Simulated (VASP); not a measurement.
# H17C36 in VASP: notebook, part 2 of 2

VASP 6.6.1.

## 3. Single point, PBEsol, collinear spin

Contents of INCAR:

```
PREC = Accurate
ENCUT = 520
EDIFF = 1E-6
ISMEAR = 0
SIGMA = 0.02
LREAL = Auto
LASPH = T
NELM = 150
ALGO = Normal
ISIF = 2
LWAVE = F
LCHARG = F
ISPIN = 2
MAGMOM = 0 0 0 0 0 0 0 0 0 0 0 0 0 0 0 0 0 0 0 0 0 0 0 0 0 0 0 0 0 0 0 0 0 0 0 0 0 0 0 0 0 0 0 0 0 0.3 0 0 0 0 0 0 0
LORBIT = 11
GGA = PS
NBANDS = 116
LUSENCCL = F
```

Contents of KPOINTS:

```
regular mesh
0
Gamma
  2 2 1
```

Contents of POSCAR:

```
H17C36
1.0
    7.5731140000      0.0000000000      0.0000000000
    3.7865570000      6.5585090000      0.0000000000
    0.0000000000      0.0000000000     17.7764260000
H C
17 36
Direct
    0.1111111721      0.1111110772      0.0562542774
    0.4444444614      0.1111110772      0.0562542774
    0.7777777507      0.1111110772      0.0562542774
    0.1111110586      0.4444444614      0.0562542774
    0.4444443479      0.4444444614      0.0562542774
    0.7777777693      0.4444444614      0.0562542774
    0.1111111535      0.7777776931      0.0562542774
    0.4444444428      0.7777776931      0.0562542774
    0.7777777321      0.7777776931      0.0562542774
    0.5211687407      0.0651577973      0.3298203475
   -0.0018105276      0.3308663600      0.3236660170
    0.3244523953      0.3453620327      0.3229155849
    0.6721983979      0.3305757452      0.3242809888
    0.0069394905      0.6689587527      0.3224123904
    0.3377730333      0.6581483688      0.3244703407
    0.6670168977      0.6644999649      0.3242211342
    0.7637983401      0.9404578083      0.3029086387
    0.1111111721      0.1111110772      0.1181339826
    0.4444444614      0.1111110772      0.1181339826
    0.7777777507      0.1111110772      0.1181339826
    0.1111110586      0.4444444614      0.1181339826
    0.4444443479      0.4444444614      0.1181339826
    0.7777777693      0.4444444614      0.1181339826
    0.1111111535      0.7777776931      0.1181339826
    0.4444444428      0.7777776931      0.1181339826
    0.7777777321      0.7777776931      0.1181339826
   -0.1111110772      0.2222221545      0.1471209680
    0.2222222121      0.2222221545      0.1471209680
    0.5555555014      0.2222221545      0.1471209680
   -0.1111110586      0.5555555386      0.1471209680
    0.2222222307      0.5555555386      0.1471209680
    0.5555555200      0.5555555386      0.1471209680
   -0.1111111721      0.8888889228      0.1471209680
    0.2222221172      0.8888889228      0.1471209680
    0.5555555386      0.8888889228      0.1471209680
   -0.1097133029      0.2190494821      0.2329861469
    0.2208905384      0.2218080359      0.2345949068
    0.5512113743      0.2239766691      0.2360828887
   -0.1108278859      0.5567638925      0.2337891767
    0.2255942093      0.5536772154      0.2328375231
    0.5578893066      0.5529909313      0.2341143827
   -0.0692808539      0.8738579150      0.2290357466
    0.2249229778      0.8866507616      0.2379447365
    0.5490415146      0.8890070899      0.2352886345
    0.0028390634     -0.0023793518      0.2568658627
    0.3299173914     -0.0011039094      0.2557941062
    0.6142808441      0.0219999698      0.2769190500
   -0.0011240965      0.3329264319      0.2612369888
    0.3287802868      0.3387178397      0.2605104086
    0.6684905349      0.3299963452      0.2617852430
    0.0072732232      0.6643285844      0.2601090905
    0.3373067752      0.6629345176      0.2621044298
    0.6667830995      0.6662584438      0.2617091310
```

Potentials or basis: VASP PAW PBE potentials, release 64 (H, C).

On the command line:

```bash
> cat potpaw_PBE.64/H/POTCAR potpaw_PBE.64/C/POTCAR > POTCAR
> mpirun -np 1 vasp_std > vasp.out
```

It took 5.5 min on 1 × NVIDIA H100 80GB with 1 thread of AMD EPYC 7R13 (Zen 3), shared host; peak memory 2.1 GiB.

Results (log left out):

- Free energy: -399.6001 eV
- Largest force: 1.934 eV/Å
- Net moment: 0.00 μB per cell
- Valence electrons inside the program's atomic spheres: H 0.69, 0.68, 0.66, 0.67, 0.70 (each value once); C 2.58, 2.56, 2.55, 2.53, 2.57, 2.52, 2.54, 2.62, 2.59, 2.63 (each value once)

Forces on the atoms (eV/Å):
```
H    0.002 -0.014 -0.309
H   -0.003  0.002 -0.334
H   -0.018 -0.024 -0.333
H    0.015  0.026 -0.355
H    0.016 -0.045 -0.335
H    0.013  0.034 -0.379
H   -0.049  0.064 -0.282
H    0.027  0.001 -0.305
H    0.038 -0.025 -0.378
H   -0.146 -0.023  0.108
H    0.009  0.018  0.022
H   -0.013 -0.011  0.041
H    0.001  0.006  0.031
H    0.010 -0.001  0.044
H    0.008  0.016  0.009
H   -0.012  0.013  0.040
H    0.093 -0.053  0.045
C    0.021 -0.024  1.520
C   -0.012 -0.010  1.431
C    0.055  0.075  1.416
C   -0.027  0.011  1.246
C    0.057  0.010  1.340
C   -0.032 -0.004  1.173
C    0.659 -0.383  1.052
C    0.098 -0.072  1.533
C   -0.016 -0.104  1.331
C   -0.090  0.309 -1.399
C   -0.033  0.187 -1.244
C   -0.180 -0.618 -0.196
C    0.015  0.079 -1.011
C    0.182 -0.047 -1.395
C    0.083 -0.135 -0.891
C   -1.254  0.677 -1.307
C    0.014  0.064 -1.271
C    0.500  0.178 -0.776
C    0.015  0.016  0.077
C   -0.005 -0.174 -0.028
C   -0.029 -0.006 -0.029
C   -0.048 -0.011  0.010
C   -0.001  0.016  0.003
C    0.018  0.036  0.008
C   -0.437 -0.027  0.073
C    0.244  0.404  0.757
C   -0.135  0.037  0.094
C    0.044 -0.176 -0.364
C    0.238 -0.251 -0.225
C    0.111 -0.068 -0.305
C    0.018  0.024  0.042
C   -0.025  0.026 -0.016
C   -0.026  0.012  0.008
C   -0.042  0.008 -0.004
C   -0.034 -0.056  0.031
C    0.064  0.011 -0.013
```

Levels at points of the mesh, in eV from the Fermi level:
Spin up:
| k point | band 78 | band 79 | band 80 | band 81 | band 82 | band 83 |
| --- | --- | --- | --- | --- | --- | --- |
| (0.00, 0.00, 0.00) | -1.71 | -1.52 | -0.70 | -0.22 | 0.96 | 1.76 |
| (0.50, 0.00, 0.00) | -2.51 | -2.37 | -0.69 | 0.09 | 0.90 | 2.45 |
| (0.50, 0.50, 0.00) | -2.58 | -2.36 | -0.67 | 0.09 | 0.96 | 2.45 |
| (0.00, 0.50, 0.00) | -2.60 | -2.34 | -0.60 | -0.09 | 1.06 | 2.44 |
Spin down:
```
           k point  band 77  band 78  band 79  band 80  band 81  band 82  band 83  band 84
(0.00, 0.00, 0.00)    -2.77    -1.71    -1.52    -0.70    -0.22     0.96     1.76     2.37
(0.50, 0.00, 0.00)    -3.36    -2.51    -2.37    -0.69     0.09     0.90     2.45     2.48
(0.50, 0.50, 0.00)    -3.33    -2.58    -2.36    -0.67     0.09     0.96     2.45     2.48
(0.00, 0.50, 0.00)    -3.34    -2.60    -2.34    -0.60    -0.09     1.06     2.44     2.51
```

Caveat: the k points lie up to 0.48 Å⁻¹ apart; there is no dipole correction, which matters where the two faces differ; the PAW data sets were made with another functional, which shifts forces and pressure a little.
